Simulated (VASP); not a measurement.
BeTe:

```
CELL_PARAMETERS angstrom
0.00000 2.74222 2.74222
2.74222 0.00000 2.74222
2.74222 2.74222 0.00000
ATOMIC_POSITIONS crystal
Be 0.00000 0.00000 0.00000
Te 0.75000 0.75000 0.75000
```

Base run:

```yaml
Program: VASP 6.6.1
Functional: PBE
Dispersion: D4
Potentials_or_basis: VASP PAW PBE potentials, release 64 (Be, Te)
Cutoff: 600 eV
k_mesh: 8 × 8 × 8
Occupations: gaussian, width 0.02 eV
Spin: no spin polarisation
```

Its results: band gap on the k mesh 1.76 eV, indirect (least direct gap 3.53 eV); pressure 4.2 GPa.

Question: The run is repeated on the same cell with these changes: dispersion from D4 to none; cutoff from 600 eV to 520 eV. What comes out?

Answer: Band gap on the k mesh 1.76 eV, indirect (least direct gap 3.53 eV); pressure 6.8 GPa.

Caveats: spin-orbit coupling is left out, which moves the levels of the heavy elements.

A k mesh can miss the band edges.
